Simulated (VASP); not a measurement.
# Te in VASP: further runs

Te is run at these levels: PBE, LDA; tasks: single point.

All numbers are computed with VASP 6.6.1; they aren't measurements. Logs are shortened: lines on timing, memory, paths and dates and some standing lists are left out, and cuts for length are marked.

**1. The cell of the first run**

The typed cell holds 3 atoms: a = 4.447 Å, b = 4.447 Å, c = 5.915 Å, α = 90.00°, β = 90.00°, γ = 120.00°.

**2. Single point, PBE (atoms moved at random)**

INCAR

```
  PREC = Accurate
  ENCUT = 520
  EDIFF = 1E-6
  ISMEAR = -1
  SIGMA = 0.05
  LREAL = F
  LASPH = T
  NELM = 100
  ALGO = Normal
  ISIF = 2
  LWAVE = F
  LCHARG = T
  GGA = PE
  LELF = T
  LVHAR = T
  NBANDS = 16
```

KPOINTS

```
Automatic mesh
0
Gamma
  7 7 5
```

POSCAR

```
Te
1.0
    4.4469300000      0.0000000000      0.0000000000
   -2.2234650000      3.8511543489      0.0000000000
    0.0000000000      0.0000000000      5.9149200000
Te
3
Direct
    0.7315070000      0.7276460000      0.5030870000
   -0.0165460000      0.2460390000      0.8330880000
    0.2690910000      0.0005680000      0.1704580000
```

Potentials or basis: VASP PAW PBE potentials, release 64 (Te).

On the command line:

```bash
$ cat potpaw_PBE.64/Te/POTCAR > POTCAR
$ mpirun -np 1 vasp_std > vasp.out
```

OUTCAR:

```text
PREC = Accurate
   ENCUT = 520
   EDIFF = 1E-6
   ISMEAR = -1
   LREAL = F
   LASPH = T
   NELM = 100
   ISIF = 2
   GGA = PE

 ion  position               nearest neighbor table
   1  0.732  0.728  0.503-   2 2.79   3 2.86   3 3.45   2 3.47   3 3.47   2 3.51
   2  0.983  0.246  0.833-   1 2.79   3 2.86   3 3.43   1 3.47   1 3.51   3 3.55
   3  0.269  0.001  0.170-   1 2.86   2 2.86   2 3.43   1 3.45   1 3.47   2 3.55

  LATTYP: Found a hexagonal cell.
 ALAT       =     4.4469300000
 C/A-ratio  =     1.3301131342

  Lattice vectors:

 A1 = (   4.4469300000,   0.0000000000,   0.0000000000)
 A2 = (  -2.2234650000,   3.8511543489,   0.0000000000)
 A3 = (   0.0000000000,   0.0000000000,   5.9149200000)

Analysis of symmetry for initial positions (statically):
=====================================================================
 Subroutine PRICEL returns:
 Original cell was already a primitive cell.

 Routine SETGRP: Setting up the symmetry group for a
 hexagonal supercell.

 Subroutine GETGRP returns: Found  1 space group operations
 (whereof  1 operations were pure point group operations)
 out of a pool of 24 trial point group operations.

The static configuration has the point symmetry C_1 .

Analysis of symmetry for dynamics (positions and initial velocities):
=====================================================================
 Subroutine PRICEL returns:
 Original cell was already a primitive cell.

 Routine SETGRP: Setting up the symmetry group for a
 hexagonal supercell.

 Subroutine GETGRP returns: Found  1 space group operations
 (whereof  1 operations were pure point group operations)
 out of a pool of 24 trial point group operations.

The dynamic configuration has the point symmetry C_1 .

 Subroutine INISYM returns: Found  1 space group operations
 (whereof  1 operations are pure point group operations),
 and found     1 'primitive' translations

----------------------------------------------------------------------------------------

                                     Primitive cell

  volume of cell :     101.2978

  direct lattice vectors                    reciprocal lattice vectors
     4.446930000  0.000000000  0.000000000     0.224874239  0.129831202  0.000000000
    -2.223465000  3.851154349  0.000000000     0.000000000  0.259662405  0.000000000
     0.000000000  0.000000000  5.914920000     0.000000000  0.000000000  0.169063994

  length of vectors
     4.446930000  4.446930000  5.914920000     0.259662405  0.259662405  0.169063994

  position of ions in fractional coordinates (direct lattice)
     0.731507000  0.727646000  0.503087000
     0.983454000  0.246039000  0.833088000
     0.269091000  0.000568000  0.170458000

  ion indices of the primitive-cell ions
   primitive index   ion index
                 1           1
                 2           2
                 3           3

----------------------------------------------------------------------------------------

 KPOINTS: Automatic mesh

Automatic generation of k-mesh.
 Grid dimensions read from file:
 generate k-points for:    7    7    5

 Generating k-lattice:

  Cartesian coordinates                     Fractional coordinates (reciprocal lattice)
     0.032124891  0.018547315  0.000000000     0.142857143  0.000000000  0.000000000
     0.000000000  0.037094629  0.000000000     0.000000000  0.142857143  0.000000000
     0.000000000  0.000000000  0.033812799     0.000000000  0.000000000  0.200000000

  Length of vectors
     0.037094629  0.037094629  0.033812799

  Shift w.r.t. Gamma in fractional coordinates (k-lattice)
     0.000000000  0.000000000  0.000000000

 Subroutine IBZKPT returns following result:
 ===========================================

 Found    123 irreducible k-points:

 Following reciprocal coordinates:
            Coordinates               Weight
  0.000000  0.000000  0.000000      1.000000
  0.142857  0.000000  0.000000      2.000000
  0.000000  0.142857  0.000000      2.000000
 -0.142857  0.142857  0.000000      2.000000
  0.285714 -0.000000  0.000000      2.000000
  0.000000  0.285714  0.000000      2.000000
[... 16 lines left out ...]
  0.285714  0.285714  0.000000      2.000000
 -0.285714 -0.428571  0.000000      2.000000
 [... further k-points ...]
   k-points           NKPTS =    123   k-points in BZ     NKDIM =    123   number of bands    NBANDS=     16
   number of dos      NEDOS =    301   number of ions     NIONS =      3
   total plane-waves  NPLWV =  62208
   dimension x,y,z NGX =    36 NGY =   36 NGZ =   48
   dimension x,y,z NGXF=    72 NGYF=   72 NGZF=   96
   ions per type =               3
   NGX,Y,Z   is equivalent  to a cutoff of  13.46, 13.46, 13.49 a.u.
   NGXF,Y,Z  is equivalent  to a cutoff of  26.92, 26.92, 26.98 a.u.
 SYSTEM =  unknown system
   PREC   = accura    normal or accurate (medium, high low for compatibility)
   ISTART =      0    job   : 0-new  1-cont  2-samecut
   ICHARG =      2    charge: 1-file 2-atom 10-const
   ISPIN  =      1    spin polarized calculation?
   LNONCOLLINEAR =      F non collinear calculations
   LSORBIT =      F    spin-orbit coupling
   LASPH  =      T    aspherical Exc in radial PAW
   ENCUT  =  520.0 eV  38.22 Ry    6.18 a.u.   8.27  8.27 11.00*2*pi/ulx,y,z
   NELM   =    100;   NELMIN=  2; NELMDL= -5     # of ELM steps
   EDIFF  = 0.1E-05   stopping-criterion for ELM
   LREAL  =      F    real-space projection
   EDIFFG = 0.1E-04   stopping-criterion for IOM
   NSW    =      0    number of steps for IOM
   IBRION =     -1    ionic relax: 0-MD 1-quasi-New 2-CG
   NFREE  =      0    steps in history (QN), initial steepest desc. (CG)
   ISIF   =      2    stress and relaxation
   ISYM   =      2    0-nonsym 1-usesym 2-fastsym
   POTIM  = 0.5000    time-step for ionic-motion
   TEBEG  =    0.0;   TEEND  =   0.0 temperature during run
   PSTRESS=    0.0 pullay stress
   NELECT =      18.0000    total number of electrons
   NUPDOWN=      -1.0000    fix difference up-down
   EMIN   =  10.00;   EMAX   =-10.00  energy-range for DOS
   EFERMI =   0.00;   METHOD = LEGACY
   ISMEAR =    -1;   SIGMA  =   0.05  broadening in eV -4-tet -1-fermi 0-gaus
   EFERMI_NEDOS =   21; number of points for ismear=-14 and -15
   IALGO  =     38    algorithm
   IMIX   =      4    mixing-type and parameters
     AMIX     =   0.40;   BMIX     =  1.00
     AMIX_MAG =   1.60;   BMIX_MAG =  1.00
  volume/ion in A,a.u.               =      33.77       227.86
  Fermi-wavevector in a.u.,A,eV,Ry     =   0.920377  1.739260 11.525405  0.847093
  Thomas-Fermi vector in A             =   2.045675
   LORBIT       =      0    0 simple, 1 ext, 2 COOP (PROOUT), +10 PAW based schemes
   GGA     = PE    functional components
   LHFCALC =     F    Hartree Fock is set to
   AEXX    =    0.0000 exact exchange contribution
   IVDW    =     0    specifies the selected vdW correction
   LEPSILON=     F    determine dielectric tensor
   LRPA    =     F    only Hartree local field effects (RPA)
 non-spin polarized calculation
  energy-cutoff  :      520.00
  volume of cell :      101.30
 maximum number of plane-waves:      2746
 NGX is ok and might be reduce to    36
   NGX = 17   NGY = 17   NGZ = 21

 number of electron      18.0000000 magnetization

 Free energy of the ion-electron system (eV)
  ---------------------------------------------------
  ext. energy  EPLUGINS =         0.00000000
  ---------------------------------------------------
  free energy    TOTEN  =        -9.38648406 eV

  energy without entropy =       -9.38641063  energy(sigma->0) =       -9.38644734

 E-fermi :   6.2108     XC(G=0):  -9.0841

 val. band max:        5.9012482623   @ k =   0.4286   0.2857   0.4000
 cond. band min:       6.5154773950   @ k =   0.0000   0.0000   0.4000
 fundamental gap:      0.6142291327
 Fermi energy:         6.2108153319

 k-point     1 :       0.0000    0.0000    0.0000
  band No.  band energies     occupation
      1      -7.6931      2.00000
      2      -4.3814      2.00000
      3      -4.2780      2.00000
      4       2.8892      2.00000
      5       3.1632      2.00000
      6       3.2679      2.00000
[... 8 lines left out ...]
     15      11.9498      0.00000
     16      12.2613      0.00000

 k-point     2 :       0.1429    0.0000    0.0000
  band No.  band energies     occupation
      1      -7.5571      2.00000
      2      -4.4128      2.00000
      3      -4.2508      2.00000
      4       2.0240      2.00000
      5       2.6062      2.00000
      6       2.9838      2.00000
[... 8 lines left out ...]
     15      12.1260      0.00000
     16      12.3660      0.00000

 k-point     3 :       0.0000    0.1429    0.0000
  band No.  band energies     occupation
      1      -7.5587      2.00000
      2      -4.3413      2.00000
      3      -4.3216      2.00000
      4       2.0014      2.00000
      5       2.6816      2.00000
      6       2.9365      2.00000
[... 8 lines left out ...]
     15      12.0497      0.00000
     16      12.4913      0.00000

 k-point     4 :      -0.1429    0.1429    0.0000
  band No.  band energies     occupation
      1      -7.5584      2.00000
      2      -4.4144      2.00000
      3      -4.2470      2.00000
      4       2.0565      2.00000
      5       2.5941      2.00000
      6       2.9598      2.00000
[... 8 lines left out ...]
     15      12.1111      0.00000
     16      12.3731      0.00000

 k-point     5 :       0.2857   -0.0000    0.0000
  band No.  band energies     occupation
      1      -7.1843      2.00000
      2      -4.6252      2.00000
      3      -4.1560      2.00000
      4       1.2175      2.00000
      5       1.9167      2.00000
      6       2.5420      2.00000
[... 8 lines left out ...]
     15      12.6723      0.00000
     16      13.3349      0.00000

 k-point     6 :       0.0000    0.2857    0.0000
  band No.  band energies     occupation
      1      -7.1924      2.00000
      2      -4.5359      2.00000
      3      -4.2426      2.00000
      4       1.2004      2.00000
      5       1.9985      2.00000
      6       2.4822      2.00000
[... 8 lines left out ...]
     15      12.6263      0.00000
     16      13.5337      0.00000

 k-point     7 :      -0.2857    0.2857    0.0000
  band No.  band energies     occupation
      1      -7.1904      2.00000
      2      -4.6164      2.00000
      3      -4.1553      2.00000
      4       1.2444      2.00000
      5       1.9202      2.00000
      6       2.5165      2.00000
[... 8 lines left out ...]
     15      12.6658      0.00000
     16      13.3664      0.00000

 k-point     8 :       0.4286   -0.0000    0.0000
  band No.  band energies     occupation
      1      -6.7489      2.00000
      2      -4.9994      2.00000
      3      -4.0641      2.00000
      4       1.0497      2.00000
      5       1.5736      2.00000
      6       2.3412      2.00000
[... 8 lines left out ...]
     15      14.0815      0.00000
     16      14.5358      0.00000

 k-point     9 :       0.0000    0.4286    0.0000
  band No.  band energies     occupation
      1      -6.7728      2.00000
      2      -4.8969      2.00000
      3      -4.1553      2.00000
      4       1.0757      2.00000
      5       1.5935      2.00000
      6       2.2972      2.00000
[... 8 lines left out ...]
     15      14.0614      0.00000
     16      14.6804      0.00000
[... 172 lines left out ...]
 k-point    19 :       0.4286   -0.1429    0.0000
  band No.  band energies     occupation
      1      -6.8789      2.00000
      2      -4.7869      2.00000
      3      -4.1915      2.00000
      4       1.1547      2.00000
      5       1.4894      2.00000
      6       2.5945      2.00000
[... 8 lines left out ...]
     15      13.4479      0.00000
     16      14.2477      0.00000

 k-point    20 :       0.4286    0.1429    0.0000
  band No.  band energies     occupation
      1      -6.6095      2.00000
      2      -5.0061      2.00000
      3      -4.1927      2.00000
      4       1.1492      2.00000
      5       1.5234      2.00000
      6       2.5555      2.00000
[... 8 lines left out ...]
     15      13.4699      0.00000
     16      14.6874      0.00000

 k-point    21 :      -0.1429   -0.4286    0.0000
  band No.  band energies     occupation
      1      -6.6335      2.00000
      2      -4.8982      2.00000
      3      -4.2867      2.00000
      4       1.2079      2.00000
      5       1.4669      2.00000
      6       2.4919      2.00000
[... 8 lines left out ...]
     15      13.5213      0.00000
     16      14.7534      0.00000

 k-point    22 :       0.4286    0.4286    0.0000
  band No.  band energies     occupation
      1      -6.6255      2.00000
      2      -4.9776      2.00000
      3      -4.2009      2.00000
      4       1.1762      2.00000
      5       1.5221      2.00000
      6       2.5101      2.00000
[... 8 lines left out ...]
     15      13.4909      0.00000
     16      14.6828      0.00000

 k-point    23 :       0.2857    0.2857    0.0000
  band No.  band energies     occupation
      1      -6.5719      2.00000
      2      -4.7714      2.00000
      3      -4.4876      2.00000
      4       1.3087      2.00000
      5       1.4352      2.00000
      6       2.7539      2.00000
[... 8 lines left out ...]
     15      12.9452      0.00000
     16      14.0681      0.00000

 k-point    24 :      -0.2857   -0.4286    0.0000
  band No.  band energies     occupation
      1      -6.5795      2.00000
      2      -4.7368      2.00000
      3      -4.5130      2.00000
      4       1.3495      2.00000
      5       1.4110      2.00000
      6       2.7017      2.00000
[... 8 lines left out ...]
     15      12.9887      0.00000
     16      14.0512      0.00000

 [... further k-points ...]
[... 5 lines left out ...]
  --------------------------------------------------------------------------------------
  -------------------------------------------------------------------------------------
  Total        1.0251975      1.5443456      1.7653412     -0.0211976      0.4405819     -0.0183666
  in kB       16.2150409     24.4261480     27.9215258     -0.3352716      6.9684656     -0.2904950
  external PRESSURE =      22.8542382 kB  Pullay stress =       0.0000000 kB

 VOLUME and BASIS-vectors are now :
 -----------------------------------------------------------------------------
  energy-cutoff  :      520.00
  volume of cell :      101.30
      direct lattice vectors                 reciprocal lattice vectors
     4.446930000  0.000000000  0.000000000     0.224874239  0.129831202  0.000000000
    -2.223465000  3.851154349  0.000000000     0.000000000  0.259662405  0.000000000
     0.000000000  0.000000000  5.914920000     0.000000000  0.000000000  0.169063994

 POSITION                                       TOTAL-FORCE (eV/Angst)
 -----------------------------------------------------------------------------------
      1.63507      2.80228      2.97572        -0.156282     -0.346251     -0.138784
      3.82629      0.94753      4.92765        -0.042466      0.465358      0.201356
      1.19537      0.00219      1.00825         0.198748     -0.119107     -0.062572
 -----------------------------------------------------------------------------------
    total drift:                                0.000032     -0.000026      0.000064

  FREE ENERGIE OF THE ION-ELECTRON SYSTEM (eV)
  ---------------------------------------------------
  free  energy   TOTEN  =        -9.3864840598 eV

  energy  without entropy=       -9.3864106257  energy(sigma->0) =       -9.38644734
```

Wall time 3.3 min (1 thread of Oxide Virtual Turin-like, shared host); peak memory 0.3 GiB.

What came out:

- Free energy: -9.3865 eV
- Pressure: 2.3 GPa
- Largest force: 0.509 eV/Å
- Band gap on the k mesh: 0.61 eV, indirect (least direct gap 0.69 eV)

Forces in eV/Å, atoms in the order of the input:
```
Te  -0.156 -0.346 -0.139
Te  -0.042  0.465  0.201
Te   0.199 -0.119 -0.063
```

Caveat: the cell differs from its parent crystal (atoms moved at random); spin-orbit coupling is left out, which moves the levels of the heavy elements. A k mesh can miss the band edges.

**3. Single point, LDA, non-collinear spin, zero start, spin-orbit coupling**

This run uses another cell than the first one, of 31.74 Å³/atom, 0.940 times its volume.

INCAR

```
SYSTEM = Te
  ALGO = Normal
  EDIFF = 1E-6
  ENCUT = 520
  GGA = CA
  GGA_COMPAT = .False.
  ISIF = 2
  ISMEAR = -5
  LASPH = .True.
  LCHARG = .False.
  LORBIT = 11
  LORBMOM = .True.
  LREAL = .False.
  LSORBIT = .True.
  LWAVE = .False.
  MAGMOM = 0 0 0 0 0 0 0 0 0
  NBANDS = 31
  NELM = 150
  PREC = Accurate
  SIGMA = 0.1
```

KPOINTS

```
k-points
0
Gamma
  7 7 5
  0 0 0
```

POSCAR

```
Te
1.0
    4.3561508544      0.0000000000      0.0000000000
   -2.1780754272      3.7725373027      0.0000000000
    0.0000000000      0.0000000000      5.7941734662
Te
3
Direct
    0.7310000000      0.7310000000      0.5000000000
    0.0000000000      0.2690000000      0.8333333333
    0.2690000000      0.0000000000      0.1666666667
```

Potentials or basis: VASP PAW LDA potentials, release 64 (Te).

On the command line:

```bash
$ cat potpaw_LDA.64/Te/POTCAR > POTCAR
$ mpirun -np 1 vasp_ncl > vasp.out
```

Wall time 2.7 min (1 thread of Oxide Virtual Turin-like, shared host); peak memory 0.37 GiB.

It converged, with:

```yaml
Free_energy: -11.7056 eV
Pressure: 2.1 GPa
Largest_force: 0.489 eV/Å
Net_moment: 0.00 μB per cell
Valence_electrons_inside_the_program's_atomic_spheres: Te 3.34
```

Forces in eV/Å, atoms in the order of the input:
```
Te  -0.244 -0.423  0.000
Te  -0.244  0.423  0.000
Te   0.489  0.000  0.000
```

Stress tensor (GPa, compression positive):
```
1.41 0.00 0.00
0.00 1.41 0.00
0.00 0.00 3.41
```

Moments on the atoms (μB; x, y, z):
```
Te  0.00 0.00 0.00
Te  0.00 0.00 0.00
Te  0.00 0.00 0.00
```
